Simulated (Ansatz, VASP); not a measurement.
SiS3 in VASP and in Ansatz

```
CELL_PARAMETERS angstrom
0.00000 3.17486 3.17486
3.17486 0.00000 3.17486
3.17486 3.17486 0.00000
ATOMIC_POSITIONS crystal
Si 0.00000 0.00000 0.00000
S 0.25000 0.25000 0.25000
S 0.75000 0.75000 0.75000
S 0.50000 0.50000 0.50000
```

Change from the starting cell: species swapped into the TaW3 type (Fm-3m, No. 225).

Alike in both runs: functional PBE; k mesh 4 × 4 × 4; occupations gaussian, width 0.1 eV; no spin polarisation.

Ansatz relaxed the structure, and its values are those at the end. VASP's run is a single point on that final structure, the one shown.

```csv
,VASP,Ansatz
version,VASP 6.6.1,Ansatz 0.2.0
potentials or method,"VASP PAW PBE potentials, release 64 (Si, S), cutoff 500 eV","scalar-relativistic, plane waves, PAW"
valence electrons in the cell,22,22
```

```csv
,VASP,Ansatz,Ansatz less VASP
gap on the k mesh at the Fermi level (eV),none,none,-
pressure (GPa),-0.1,0.0,+0.12
```

A gap of «none» marks a metal or a gap that the smearing closes. The functional is the same, so the differences come from potentials, cutoffs and numerics.

The k mesh is coarse, so the values compare programs but aren't converged.
